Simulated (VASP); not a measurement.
# MgO (Imm2) in VASP: a series of runs, part 2 of 2

VASP 6.6.1. The steps go on from the part before.

## Step 3: Single point, PBEsol (atom 2 (O) moved by (-0.300, +0.000) A along [1 1 0] and z)

File INCAR:

```
SYSTEM = MgO
PREC = Accurate
ENCUT = 520
EDIFF = 1E-6
ISMEAR = 0
SIGMA = 0.05
LREAL = .False.
LASPH = .True.
NELM = 80
ALGO = Normal
ISIF = 2
LWAVE = .False.
LCHARG = .False.
GGA = PS
NBANDS = 11
```

File KPOINTS:

```
regular mesh
0
Gamma
  10 10 10
  0 0 0
```

File POSCAR:

```
MgO
1.0
    0.0000000000      2.1351500000      2.1351500000
    2.1351500000      0.0000000000      2.1351500000
    2.1351500000      2.1351500000      0.0000000000
Mg O
1 1
Direct
    0.0000000000      0.0000000000      0.0000000000
    0.5000000000      0.5000000000      0.4006477136
```

Potentials or basis: VASP PAW PBE potentials, release 64 (Mg, O).

The run is started by

```console
> cat potpaw_PBE.64/Mg/POTCAR potpaw_PBE.64/O/POTCAR > POTCAR
> mpirun -np 1 vasp_std > vasp.out
```

OUTCAR:

```text
SYSTEM = MgO
   PREC = Accurate
   ENCUT = 520
   EDIFF = 1E-6
   ISMEAR = 0
   LREAL = .False.
   LASPH = .True.
   NELM = 80
   ISIF = 2
   GGA = PS

 ion  position               nearest neighbor table
   1  0.000  0.000  0.000-   2 1.93   2 1.93   2 2.16   2 2.16   2 2.36   2 2.36
   2  0.500  0.500  0.401-   1 1.93   1 1.93   1 2.16   1 2.16   1 2.36   1 2.36

  LATTYP: Found a face centered cubic cell.
 ALAT       =     4.2703000000

  Lattice vectors:

 A1 = (   0.0000000000,   2.1351500000,   2.1351500000)
 A2 = (   2.1351500000,   0.0000000000,   2.1351500000)
 A3 = (   2.1351500000,   2.1351500000,   0.0000000000)

Analysis of symmetry for initial positions (statically):
=====================================================================
 Subroutine PRICEL returns:
 Original cell was already a primitive cell.

 Routine SETGRP: Setting up the symmetry group for a
 face centered cubic supercell.

 Subroutine GETGRP returns: Found  4 space group operations
 (whereof  4 operations were pure point group operations)
 out of a pool of 48 trial point group operations.

The static configuration has the point symmetry C_2v.

Analysis of symmetry for dynamics (positions and initial velocities):
=====================================================================
 Subroutine PRICEL returns:
 Original cell was already a primitive cell.

 Routine SETGRP: Setting up the symmetry group for a
 face centered cubic supercell.

 Subroutine GETGRP returns: Found  4 space group operations
 (whereof  4 operations were pure point group operations)
 out of a pool of 48 trial point group operations.

The dynamic configuration has the point symmetry C_2v.

 Subroutine INISYM returns: Found  4 space group operations
 (whereof  4 operations are pure point group operations),
 and found     1 'primitive' translations

----------------------------------------------------------------------------------------

                                     Primitive cell

  volume of cell :      19.4677

[... 117 lines left out ...]
   LEPSILON=     F    determine dielectric tensor
   LRPA    =     F    only Hartree local field effects (RPA)
 non-spin polarized calculation
 Gauss-broadening in eV      SIGMA  =   0.05
  energy-cutoff  :      520.00
  volume of cell :       19.47
 maximum number of plane-waves:       544
   NGX = 11   NGY = 11   NGZ = 11

 number of electron       8.0000001 magnetization

 Free energy of the ion-electron system (eV)
  ---------------------------------------------------
  ext. energy  EPLUGINS =         0.00000000
  ---------------------------------------------------
  free energy    TOTEN  =       -12.28382582 eV

  energy without entropy =      -12.28382582  energy(sigma->0) =      -12.28382582

 E-fermi :   2.9663     XC(G=0): -11.0805

 val. band max:        2.6997077811   @ k =   0.0000   0.0000   0.0000
 cond. band min:       6.9216949290   @ k =   0.0000   0.0000   0.0000
 fundamental gap:      4.2219871479
 Fermi energy:         2.9663352784

 k-point     1 :       0.0000    0.0000    0.0000
  band No.  band energies     occupation
      1     -14.2757      2.00000
      2       2.5638      2.00000
      3       2.6956      2.00000
      4       2.6997      2.00000
      5       6.9217      0.00000
      6      18.1405      0.00000
      7      18.5025      0.00000
      8      18.6456      0.00000
      9      21.7004      0.00000
     10      23.8385      0.00000
     11      23.9035      0.00000
[... 309 lines left out ...]
 k-point    24 :       0.1000    0.0000    0.4000
  band No.  band energies     occupation
      1     -13.2678      2.00000
      2      -1.0680      2.00000
      3       1.8666      2.00000
      4       2.0824      2.00000
      5      10.5372      0.00000
      6      14.3129      0.00000
      7      17.6582      0.00000
      8      19.2383      0.00000
      9      22.3503      0.00000
     10      24.4016      0.00000
     11      25.1955      0.00000

 [... further k-points ...]

------------------------ aborting loop because EDIFF is reached ----------------------------------------

  FORCE on cell =-STRESS in cart. coord.  units (eV):
  Direction    XX          YY          ZZ          XY          YZ          ZX
  --------------------------------------------------------------------------------------
  -------------------------------------------------------------------------------------
  Total        0.7110527      0.7110527     -0.9286034     -0.3120035      0.0000000      0.0000000
  in kB       58.5190394     58.5190394    -76.4232837    -25.6776249      0.0000000      0.0000000
  external PRESSURE =      13.5382651 kB  Pullay stress =       0.0000000 kB

 VOLUME and BASIS-vectors are now :
 -----------------------------------------------------------------------------
  energy-cutoff  :      520.00
  volume of cell :       19.47
      direct lattice vectors                 reciprocal lattice vectors
     0.000000000  2.135150000  2.135150000    -0.234175585  0.234175585  0.234175585
     2.135150000  0.000000000  2.135150000     0.234175585 -0.234175585  0.234175585
     2.135150000  2.135150000  0.000000000     0.234175585  0.234175585 -0.234175585

 POSITION                                       TOTAL-FORCE (eV/Angst)
 -----------------------------------------------------------------------------------
      0.00000      0.00000      0.00000        -1.070086     -1.070086      0.000000
      1.92302      1.92302      2.13515         1.070086      1.070086      0.000000
 -----------------------------------------------------------------------------------
    total drift:                                0.000667      0.000667     -0.000001

  FREE ENERGIE OF THE ION-ELECTRON SYSTEM (eV)
  ---------------------------------------------------
  free  energy   TOTEN  =       -12.2838258230 eV

  energy  without entropy=      -12.2838258230  energy(sigma->0) =      -12.28382582
```

OSZICAR:

```text
N       E                     dE             d eps       ncg     rms          rms(c)
DAV:   1     0.131986914209E+02    0.13199E+02   -0.45587E+03  4314   0.644E+02
DAV:   2    -0.132126635710E+02   -0.26411E+02   -0.25807E+02  4296   0.135E+02
DAV:   3    -0.137968164061E+02   -0.58415E+00   -0.58378E+00  4575   0.175E+01
DAV:   4    -0.137982969229E+02   -0.14805E-02   -0.14805E-02  4131   0.100E+00
DAV:   5    -0.137983019151E+02   -0.49922E-05   -0.49922E-05  4416   0.564E-02    0.694E+00
DAV:   6    -0.123267268638E+02    0.14716E+01   -0.85805E+00  4104   0.157E+01    0.230E+00
DAV:   7    -0.122993923894E+02    0.27334E-01   -0.61510E-02  4170   0.218E+00    0.135E+00
DAV:   8    -0.122843823562E+02    0.15010E-01   -0.29977E-02  3966   0.191E+00    0.250E-01
DAV:   9    -0.122838071721E+02    0.57518E-03   -0.18880E-03  4404   0.312E-01    0.851E-02
DAV:  10    -0.122838269416E+02   -0.19770E-04   -0.13539E-04  4194   0.973E-02    0.188E-02
DAV:  11    -0.122838260436E+02    0.89806E-06   -0.13381E-05  4380   0.275E-02    0.144E-02
DAV:  12    -0.122838258230E+02    0.22058E-06   -0.63510E-06  3678   0.194E-02
   1 F= -.12283826E+02 E0= -.12283826E+02  d E =-.194912E-16
```

It took 14 s on 1 thread of Intel Xeon 6975P-C (Granite Rapids), shared host; peak memory 0.17 GiB.

What came out:

| Quantity | Value |
| --- | --- |
| Free energy | -12.2838 eV |
| Pressure | 1.4 GPa |
| Largest force | 1.513 eV/Å |
| Band gap on the k mesh | 4.22 eV, direct |

Forces in eV/Å, atoms in the order of the input:
```
Mg  -1.070 -1.070  0.000
O    1.070  1.070  0.000
```

Levels at points of the mesh, in eV from the valence-band top:
| k point | band 1 | band 2 | band 3 | band 4 | band 5 | band 6 | band 7 | band 8 |
| --- | --- | --- | --- | --- | --- | --- | --- | --- |
| (0.00, 0.00, 0.00) | -16.98 | -0.14 | 0.00 | 0.00 | 4.22 | 15.44 | 15.80 | 15.95 |
| (0.50, 0.00, 0.00) | -15.79 | -4.44 | -0.59 | -0.48 | 7.46 | 11.65 | 15.66 | 16.17 |
| (0.00, 0.00, 0.50) | -15.79 | -4.43 | -0.71 | -0.55 | 7.65 | 11.84 | 15.72 | 16.03 |
| (0.50, 0.50, 0.00) | -15.53 | -3.92 | -1.38 | -1.26 | 8.97 | 9.32 | 12.63 | 18.02 |
| (0.00, 0.50, 0.50) | -15.54 | -3.88 | -1.30 | -1.27 | 9.04 | 9.06 | 12.63 | 18.23 |

Caveat: the cell differs from its parent crystal (atom 2 (O) moved by (-0.300, +0.000) A along [1 1 0] and z); the PAW data sets were made with another functional, which shifts forces and pressure a little.
